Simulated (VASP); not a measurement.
# Si2Ru2N (I4/mmm) in VASP: a series of runs

Si2Ru2N is run at these levels: PBE; tasks: single point.

Program: VASP 6.6.1. These are calculated values, not measurements. Logs are shortened: lines on timing, memory, paths and dates and some standing lists are left out, and cuts for length are marked.

## 1. The cell of the first run

The structure is tetragonal, space group I4/mmm (No. 139). The conventional cell has a = 3.783 Å, b = 3.783 Å, c = 9.034 Å, α = 90.00°, β = 90.00°, γ = 90.00°. Within 2.8 Å of Si (site symmetry 4mm) lie 4 Ru at 2.15 Å and 1 Si at 2.48 Å. Within 2.8 Å of Ru (site symmetry -4m2) lie 4 Si at 2.15 Å and 4 Ru at 2.67 Å. N (site symmetry 4/mmm) has 8 Ru at 2.95 Å and 10 Si at 2.95 to 3.28 Å and 4 N at 3.78 Å within 3.9 Å.

## 2. Single point, PBE, collinear spin, ferromagnetic start

INCAR

```
PREC     = Accurate       # precision mode
ENCUT    = 520            # plane-wave cutoff, eV
EDIFF    = 1E-6           # SCF threshold, eV
ISMEAR   = 0              # smearing method
SIGMA    = 0.1            # smearing width, eV
LREAL    = F              # projectors in reciprocal space
LASPH    = T              # aspherical terms in the spheres
NELM     = 150            # most SCF steps
ALGO     = Normal         # electronic algorithm
ISIF     = 2              # what is computed and relaxed
LWAVE    = F              # write WAVECAR
LCHARG   = F              # write CHGCAR
ISPIN    = 2              # spin polarisation
MAGMOM   = 0 0 1 1 0      # initial moments
LORBIT   = 11             # projections on sites
LMAXMIX  = 4              # l up to which the mixer works
GGA      = PE             # functional
NBANDS   = 32             # bands
```

KPOINTS

```
Automatic mesh
0
Gamma
  6 6 6
```

POSCAR

```
Si2Ru2N
1.0
   -1.8913633900      1.8913633900      4.5172107500
    1.8913633900     -1.8913633900      4.5172107500
    1.8913633900      1.8913633900     -4.5172107500
Si Ru N
2 2 1
Direct
    0.6373464500      0.6373464500      0.0000000000
    0.3626535500      0.3626535500      0.0000000000
    0.7500000000      0.2500000000      0.5000000000
    0.2500000000      0.7500000000      0.5000000000
    0.0000000000      0.0000000000      0.0000000000
```

Potentials or basis: VASP PAW PBE potentials, release 64 (Si, Ru_pv, N).

The run is started by

```sh
> cat potpaw_PBE.64/Si/POTCAR potpaw_PBE.64/Ru_pv/POTCAR potpaw_PBE.64/N/POTCAR > POTCAR
> mpirun -np 1 vasp_std > vasp.out
```

OUTCAR:

```text
PREC = Accurate
   ENCUT = 520
   EDIFF = 1E-6
   ISMEAR = 0
   LREAL = F
   LASPH = T
   NELM = 150
   ISIF = 2
   ISPIN = 2
   LORBIT = 11
   GGA = PE

 ion  position               nearest neighbor table
   1  0.637  0.637  0.000-   4 2.15   3 2.15   3 2.15   4 2.15   2 2.48
   2  0.363  0.363  0.000-   3 2.15   4 2.15   4 2.15   3 2.15   1 2.48
   3  0.750  0.250  0.500-   2 2.15   1 2.15   2 2.15   1 2.15   4 2.67   4 2.67   4 2.67   4 2.67

   4  0.250  0.750  0.500-   2 2.15   1 2.15   2 2.15   1 2.15   3 2.67   3 2.67   3 2.67   3 2.67

   5  0.000  0.000  0.000-

  LATTYP: Found a body centered tetragonal cell.
 ALAT       =     3.7827267800
 C/A-ratio  =     2.3883357233

  Lattice vectors:

 A1 = (  -1.8913633900,   1.8913633900,   4.5172107500)
 A2 = (   1.8913633900,  -1.8913633900,   4.5172107500)
 A3 = (   1.8913633900,   1.8913633900,  -4.5172107500)

Analysis of symmetry for initial positions (statically):
=====================================================================
 Subroutine PRICEL returns:
 Original cell was already a primitive cell.

 Routine SETGRP: Setting up the symmetry group for a
 body centered tetragonal supercell.

 Subroutine GETGRP returns: Found 16 space group operations
 (whereof 16 operations were pure point group operations)
 out of a pool of 16 trial point group operations.

The static configuration has the point symmetry D_4h.

Analysis of symmetry for dynamics (positions and initial velocities):
=====================================================================
 Subroutine PRICEL returns:
 Original cell was already a primitive cell.

 Routine SETGRP: Setting up the symmetry group for a
 body centered tetragonal supercell.

 Subroutine GETGRP returns: Found 16 space group operations
 (whereof 16 operations were pure point group operations)
 out of a pool of 16 trial point group operations.

The dynamic configuration has the point symmetry D_4h.

Analysis of structural, dynamic, and magnetic symmetry:
=====================================================================
 Subroutine PRICEL returns:
 Original cell was already a primitive cell.

 Routine SETGRP: Setting up the symmetry group for a
 body centered tetragonal supercell.

 Subroutine GETGRP returns: Found 16 space group operations
 (whereof 16 operations were pure point group operations)
 out of a pool of 16 trial point group operations.

The overall configuration has the point symmetry D_4h.

 Subroutine INISYM returns: Found 16 space group operations
 (whereof 16 operations are pure point group operations),
[... 129 lines left out ...]
   AEXX    =    0.0000 exact exchange contribution
   IVDW    =     0    specifies the selected vdW correction
   LEPSILON=     F    determine dielectric tensor
   LRPA    =     F    only Hartree local field effects (RPA)
 spin polarized calculation
 Gauss-broadening in eV      SIGMA  =   0.10
  energy-cutoff  :      520.00
  volume of cell :       64.64
 maximum number of plane-waves:      1756
   NGX = 19   NGY = 19   NGZ = 19

 number of electron      41.0000005 magnetization       0.0004357

 number of electron      41.0000005 magnetization      -0.0001285

 Free energy of the ion-electron system (eV)
  ---------------------------------------------------
  ext. energy  EPLUGINS =         0.00000000
  ---------------------------------------------------
  free energy    TOTEN  =       -30.01505077 eV

  energy without entropy =      -29.99528284  energy(sigma->0) =      -30.00516680

 E-fermi :   9.1528     XC(G=0): -12.1647

 val. band max:        9.1257954577   @ k =   0.1667   0.0000  -0.0000
 cond. band min:       9.1832523263   @ k =  -0.1667   0.1667   0.0000
 fundamental gap:      0.0574568686
 Fermi energy:         9.1528088635

 spin component 1

 k-point     1 :       0.0000    0.0000    0.0000
  band No.  band energies     occupation
      1     -33.2951      1.00000
      2     -33.2951      1.00000
      3     -32.8088      1.00000
      4     -32.7164      1.00000
      5     -32.7164      1.00000
      6     -32.6588      1.00000
[... 829 lines left out ...]
     31      19.9906      0.00000
     32      20.0912      0.00000

 [... further k-points ...]

 spin component 2

 k-point     1 :       0.0000    0.0000    0.0000
  band No.  band energies     occupation
      1     -33.2951      1.00000
      2     -33.2951      1.00000
      3     -32.8088      1.00000
      4     -32.7164      1.00000
      5     -32.7164      1.00000
      6     -32.6588      1.00000
[... 829 lines left out ...]
     31      19.9906      0.00000
     32      20.0913      0.00000

 [... further k-points ...]
[... 5 lines left out ...]
  --------------------------------------------------------------------------------------
  -------------------------------------------------------------------------------------
  Total       26.8648146     26.8648146      7.6546072      0.0000000      0.0000000      0.0000000
  in kB      665.9078424    665.9078424    189.7375063      0.0000000      0.0000000      0.0000000
  external PRESSURE =     507.1843970 kB  Pullay stress =       0.0000000 kB

 VOLUME and BASIS-vectors are now :
 -----------------------------------------------------------------------------
  energy-cutoff  :      520.00
  volume of cell :       64.64
      direct lattice vectors                 reciprocal lattice vectors
    -1.891363390  1.891363390  4.517210750     0.000000000  0.264359563  0.110687773
     1.891363390 -1.891363390  4.517210750     0.264359563  0.000000000  0.110687773
     1.891363390  1.891363390 -4.517210750     0.264359563  0.264359563  0.000000000

 POSITION                                       TOTAL-FORCE (eV/Angst)
 -----------------------------------------------------------------------------------
      0.00000      0.00000      5.75806        -0.000000     -0.000000     -6.366357
      0.00000      0.00000      3.27637         0.000000      0.000000      6.366357
      0.00000      1.89136      2.25861         0.000000      0.000000     -0.000000
      1.89136      0.00000      2.25861         0.000000      0.000000      0.000000
      0.00000      0.00000      0.00000         0.000000      0.000000     -0.000000
 -----------------------------------------------------------------------------------
    total drift:                                0.000000     -0.000000     -0.000000

  FREE ENERGIE OF THE ION-ELECTRON SYSTEM (eV)
  ---------------------------------------------------
  free  energy   TOTEN  =       -30.0150507731 eV

  energy  without entropy=      -29.9952828364  energy(sigma->0) =      -30.00516680

 total charge

# of ion       s       p       d       tot
------------------------------------------
    1        0.834   1.030   0.000   1.864
    2        0.834   1.030   0.000   1.864
    3        0.432   6.357   6.559  13.348
    4        0.432   6.357   6.559  13.348
    5        1.385   1.916   0.000   3.301
--------------------------------------------------
tot          3.917  16.689  13.119  33.725

 magnetization (x)

# of ion       s       p       d       tot
------------------------------------------
    1       -0.000  -0.000   0.000  -0.000
    2       -0.000  -0.000   0.000  -0.000
    3       -0.000   0.000  -0.000  -0.000
    4       -0.000   0.000  -0.000  -0.000
    5       -0.000  -0.000   0.000  -0.000
--------------------------------------------------
tot         -0.000  -0.000  -0.000  -0.000
```

It took 2.1 min on 1 thread of Intel Xeon 6975P-C (Granite Rapids), shared host; peak memory 0.33 GiB.

Results:

| Property | Result |
| --- | --- |
| Free energy | -30.0151 eV |
| Pressure | 50.7 GPa |
| Largest force | 6.366 eV/Å |
| Net moment | 0.00 μB per cell |
| Valence electrons inside the program's atomic spheres | Si 1.86; Ru 13.35; N 3.30 |

Forces in eV/Å, atoms in the order of the input:
```
Si   0.000  0.000 -6.366
Si   0.000  0.000  6.366
Ru   0.000  0.000  0.000
Ru   0.000  0.000  0.000
N    0.000  0.000  0.000
```

Stress tensor (GPa, compression positive):
```
66.59  0.00  0.00
 0.00 66.59  0.00
 0.00  0.00 18.97
```

Caveat: the k points lie up to 0.39 Å⁻¹ apart; forces of over 1 eV/Å act on the atoms, so gaps and moduli don't describe the material at rest.

## 3. Single point, PBE

This run uses another cell than the first one, of 14.94 Å³/atom, 1.156 times its volume.

INCAR

```
  PREC = Accurate
  ENCUT = 520
  EDIFF = 1E-6
  ISMEAR = 0
  SIGMA = 0.1
  LREAL = False
  LASPH = True
  NELM = 60
  ALGO = Normal
  ISIF = 2
  LWAVE = False
  LCHARG = False
  GGA = PE
  NBANDS = 28
```

KPOINTS

```
Automatic mesh
0
Gamma
  12 12 12
```

POSCAR

```
Si2Ru2N
1.0
   -2.1245469088      2.1245469088      4.1373235474
    2.1245469088     -2.1245469088      4.1373235474
    2.1245469088      2.1245469088     -4.1373235474
Si Ru N
2 2 1
Direct
    0.6346004802      0.6346004802      0.0000000000
    0.3653995198      0.3653995198      0.0000000000
    0.7500000000      0.2500000000      0.5000000000
    0.2500000000      0.7500000000      0.5000000000
    0.0000000000      0.0000000000      0.0000000000
```

Potentials or basis: VASP PAW PBE potentials, release 64 (Si, Ru_pv, N).

The run is started by

```sh
> cat potpaw_PBE.64/Si/POTCAR potpaw_PBE.64/Ru_pv/POTCAR potpaw_PBE.64/N/POTCAR > POTCAR
> mpirun -np 1 vasp_std > vasp.out
```

It took 3.4 min on 1 thread of Intel Xeon 6975P-C (Granite Rapids), shared host; peak memory 0.46 GiB.

The run converged. Its results:

```
Free energy   : -32.9287 eV
Pressure      : 0.0 GPa
Largest force : 0.026 eV/Å
```

Forces on the atoms (eV/Å):
```
Si   0.000  0.000 -0.026
Si   0.000  0.000  0.026
Ru   0.000  0.000  0.000
Ru   0.000  0.000  0.000
N    0.000  0.000  0.000
```

Stress tensor (GPa, compression positive):
```
 0.06  0.00  0.00
 0.00  0.06  0.00
 0.00  0.00 -0.11
```

Levels at points of the mesh, in eV from the Fermi level:
| k point | band 17 | band 18 | band 19 | band 20 | band 21 | band 22 | band 23 | band 24 |
| --- | --- | --- | --- | --- | --- | --- | --- | --- |
| (0.00, 0.00, 0.00) | -0.57 | -0.04 | -0.04 | 0.00 | 0.96 | 1.10 | 1.37 | 1.37 |
| (0.50, 0.00, 0.00) | -1.76 | -1.74 | -1.24 | -0.71 | 0.01 | 0.13 | 1.26 | 2.52 |
| (0.50, 0.50, 0.00) | -1.23 | -1.06 | -0.59 | -0.46 | -0.37 | 0.74 | 1.59 | 1.96 |
| (0.50, 0.50, 0.50) | -1.38 | -1.38 | -0.90 | -0.54 | -0.16 | 1.10 | 2.42 | 2.42 |

## 4. Single point, PBE, collinear spin, ferromagnetic start

This run uses another cell than the first one, of 14.95 Å³/atom, 1.157 times its volume.

INCAR

```
PREC = Accurate ; ENCUT = 520
EDIFF = 1E-7 ; ISMEAR = 0
SIGMA = 0.1 ; LREAL = False
LASPH = True ; NELM = 150
ALGO = Normal ; ISIF = 2
LWAVE = False ; LCHARG = False
ISPIN = 2 ; MAGMOM = 0 0 1 1 0
LORBIT = 11 ; LMAXMIX = 4
GGA = PE ; NBANDS = 32
```

KPOINTS

```
Automatic mesh
0
Gamma
  6 6 6
```

POSCAR

```
Si2Ru2N
1.0
   -2.1230087461      2.1230087461      4.1463929874
    2.1230087461     -2.1230087461      4.1463929874
    2.1230087461      2.1230087461     -4.1463929874
Si Ru N
2 2 1
Direct
    0.6344066617      0.6344066617      0.0000000000
    0.3655933383      0.3655933383      0.0000000000
    0.7500000000      0.2500000000      0.5000000000
    0.2500000000      0.7500000000      0.5000000000
    0.0000000000      0.0000000000      0.0000000000
```

The run is started by

```sh
> cat potpaw_PBE.64/Si/POTCAR potpaw_PBE.64/Ru_pv/POTCAR potpaw_PBE.64/N/POTCAR > POTCAR
> mpirun -np 1 vasp_std > vasp.out
```

It took 2.2 min on 1 thread of Intel Xeon 6975P-C (Granite Rapids), shared host; peak memory 0.35 GiB.

Results (log left out):

| Property | Result |
| --- | --- |
| Free energy | -32.9224 eV |
| Pressure | 0.0 GPa |
| Largest force | 0.023 eV/Å |
| Net moment | 0.00 μB per cell |
| Valence electrons inside the program's atomic spheres | Si 1.74; Ru 12.74; N 3.28 |

Forces in eV/Å, atoms in the order of the input:
```
Si   0.000  0.000 -0.023
Si   0.000  0.000  0.023
Ru   0.000  0.000  0.000
Ru   0.000  0.000  0.000
N    0.000  0.000  0.000
```

Stress tensor (GPa, compression positive):
```
 0.06  0.00  0.00
 0.00  0.06  0.00
 0.00  0.00 -0.11
```

Levels at points of the mesh, in eV from the Fermi level:
Spin up:
```
           k point  band 18  band 19  band 20  band 21  band 22  band 23
(0.00, 0.00, 0.00)    -0.04    -0.04     0.01     0.95     1.12     1.38
(0.50, 0.00, 0.00)    -1.74    -1.24    -0.71     0.01     0.13     1.25
(0.50, 0.50, 0.00)    -1.07    -0.58    -0.45    -0.38     0.75     1.58
(0.50, 0.50, 0.50)    -1.37    -0.89    -0.52    -0.16     1.12     2.42
```
Spin down:
| k point | band 18 | band 19 | band 20 | band 21 | band 22 | band 23 |
| --- | --- | --- | --- | --- | --- | --- |
| (0.00, 0.00, 0.00) | -0.04 | -0.04 | 0.01 | 0.95 | 1.12 | 1.38 |
| (0.50, 0.00, 0.00) | -1.74 | -1.24 | -0.71 | 0.01 | 0.13 | 1.25 |
| (0.50, 0.50, 0.00) | -1.07 | -0.58 | -0.45 | -0.38 | 0.75 | 1.58 |
| (0.50, 0.50, 0.50) | -1.37 | -0.89 | -0.52 | -0.16 | 1.12 | 2.42 |

## 5. The runs side by side

| spin | cell | k mesh | gap on the mesh (eV) | pressure (GPa) | moment (μB) | largest force (eV/Å) |
| --- | --- | --- | --- | --- | --- | --- |
| collinear, ferromagnetic start | a = 5.250 Å, angles 137.8, 137.8, 61.3°, 5 atoms | 6 × 6 × 6 | none | 50.7 | 0.00 | 6.37 |
| off | a = 5.113 Å, angles 130.9, 130.9, 72.0°, 5 atoms | 12 × 12 × 12 | none | 0.0 | - | 0.03 |
| collinear, ferromagnetic start | a = 5.119 Å, angles 131.0, 131.0, 71.8°, 5 atoms | 6 × 6 × 6 | none | 0.0 | 0.00 | 0.02 |

Alike in all rows: task single point; level PBE; potentials or basis VASP PAW PBE potentials, release 64 (Si, Ru_pv, N); cutoff (eV) 520; smearing gaussian 0.1 eV.

Caveats: some runs use coarse meshes; forces of over 1 eV/Å act on the atoms, so gaps and moduli don't describe the material at rest (some runs).

Total energies depend on the potentials used, so only differences within one code and one set of settings carry meaning.
